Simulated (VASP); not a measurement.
Runs of VASP 6.6.1 on SiC. The structure is that of space group P6_3mc (No. 186), or close to it. The cells are those of the table. 

| cell | gap on the mesh (eV) | pressure (GPa) | largest force (eV/Å) |
| --- | --- | --- | --- |
| a = 2.910, b = 2.910, c = 5.730 Å, angles 90.0, 90.0, 120.0°, 4 atoms | 1.53 | 9.3 | 0.34 |
| a = 3.264, b = 3.264, c = 4.553 Å, angles 90.0, 90.0, 120.0°, 4 atoms | 1.45 | (c) | 3.07 |
| a = 2.833, b = 2.833, c = 6.044 Å, angles 90.0, 90.0, 120.0°, 4 atoms | none | 18.3 | (b) |
| a = 3.134, b = 3.134, c = 4.938 Å, angles 90.0, 90.0, 120.0°, 4 atoms | 2.40 | 0.3 | 0.45 |
| a = 3.331, b = 3.331, c = 4.372 Å, angles 90.0, 90.0, 120.0°, 4 atoms | 1.03 | 14.7 | 5.31 |
| a = 3.179, b = 3.179, c = 4.799 Å, angles 90.0, 90.0, 120.0°, 4 atoms | 2.03 | 1.8 | 1.12 |
| a = 3.042, b = 3.042, c = 5.242 Å, angles 90.0, 90.0, 120.0°, 4 atoms | 2.12 | (a) | 0.33 |
| a = 2.995, b = 2.995, c = 5.407 Å, angles 90.0, 90.0, 120.0°, 4 atoms | 1.94 | 2.8 | 0.46 |

Alike in all rows: task single point; level PBE; potentials or basis VASP PAW PBE potentials, release 64 (Si, C); no spin polarisation; k mesh 12 × 12 × 6; cutoff (eV) 520; smearing gaussian 0.05 eV.

Problem. Estimate the missing entries.

Solution. (a) 0.8; (b) 0.03; (c) 7.5.

Caveats: forces of over 1 eV/Å act on the atoms, so gaps and moduli don't describe the material at rest (some runs).

A k mesh can miss the band edges.

A gap of «none» marks levels without a gap at the run's occupations.
